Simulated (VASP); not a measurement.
A run of VASP 6.6.1:

Contents of INCAR:

```
PREC = Accurate
ENCUT = 520
EDIFF = 1E-6
ISMEAR = -1
SIGMA = 0.08
LREAL = F
LASPH = T
NELM = 60
ALGO = Normal
ISIF = 2
LWAVE = F
LCHARG = T
GGA = PS
LELF = T
LVHAR = T
NBANDS = 12
```

Contents of KPOINTS:

```
Automatic mesh
0
Gamma
  18 18 18
```

The input POSCAR:

```
Cu
1.0
    1.8728313724      0.0000000000      0.0000000000
    0.0000000000      1.8728313724      0.0000000000
    0.0000000000      0.0000000000      1.8728313724
Cu
1
Direct
    0.0000000000      0.0000000000      0.0000000000
```

Potentials or basis: VASP PAW PBE potentials, release 64 (Cu).

Run with:

```console
$ cat potpaw_PBE.64/Cu/POTCAR > POTCAR
$ mpirun -np 1 vasp_std > vasp.out
```

Hardware: 1 thread of Intel Xeon 8259CL, on a shared host.

Task: Estimate the wall time of this run.

Result: Run time: 10 s on 1 thread of Intel Xeon 8259CL, with other jobs on the host, peak memory 0.13 GiB. Counts: scf iterations 12, k points 220.
